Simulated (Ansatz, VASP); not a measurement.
**In in VASP and in Ansatz**

INCAR

```
SYSTEM = In
  PREC = Accurate
  ENCUT = 520
  EDIFF = 1E-6
  ISMEAR = -1
  SIGMA = 0.1
  LREAL = .FALSE.
  LASPH = .TRUE.
  NELM = 80
  ALGO = Normal
  ISIF = 2
  LWAVE = .FALSE.
  LCHARG = .FALSE.
  GGA = RE
  NBANDS = 26
```

The input KPOINTS:

```
regular mesh
0
G
  8 8 11
  0 0 0
```

POSCAR

```
In
1.0
    5.3677282893      0.0000000000      0.0000000000
   -2.6838641447      4.6485890592      0.0000000000
    0.0000000000      0.0000000000      3.3330815664
In
3
Direct
    0.0000000000      0.0000000000      0.0000000000
    0.3333333333      0.6666666667      0.5000000000
    0.6666666667      0.3333333333      0.5000000000
```

Input for Ansatz:

```yaml
crystal:
  lattice:
    - [5.3677282893, 0.0, 0.0]
    - [-2.6838641447, 4.6485890592, 0.0]
    - [0.0, 0.0, 3.3330815664]
  atoms:
    - { symbol: In, position: [0.0, 0.0, 0.0] }
    - { symbol: In, position: [0.3333333333, 0.6666666667, 0.5] }
    - { symbol: In, position: [0.6666666667, 0.3333333333, 0.5] }
hamiltonian:
  xc: revpbe
  pseudopotentials:
    kind: paw
    azcp:
      In: "pseudopotentials/In.paw.azcp"
basis:
  ecutwfc: 420
  fft_grid_basis: typed
kpoints:
  mp_grid: { grid: [8, 8, 11], shift: [0, 0, 0] }
magnetization:
  spin_polarized: false
scf:
  occupations: { method: fermi_dirac, width: 0.1 }
  lower_state_search: "off"
output:
  stress: true
```

Alike in both runs: task single point; functional revPBE; k mesh 8 × 8 × 11; occupations fermi-dirac, width 0.1 eV; no spin polarisation.

|  | VASP | Ansatz |
| --- | --- | --- |
| version | VASP 6.6.1 | Ansatz 0.2.0 |
| potentials or method | VASP PAW PBE potentials, release 64 (In_d), cutoff 520 eV | plane waves (420 eV) with PAW, scalar-relativistic |
| valence electrons in the cell | 39 | 39 |

Ansatz gave:

| Property | Result |
| --- | --- |
| pressure (GPa) | 1.5 |
| traceless stress, the component that is largest in VASP (GPa) | -0.24 |

Task: What did VASP give for the same quantities?

Result: Pressure (GPa): 1.4; traceless stress, the component that is largest in VASP (GPa): -0.25.

VASP's potentials were made for PBE, not for revPBE. The functional is the same, so the differences come from potentials, cutoffs and numerics.
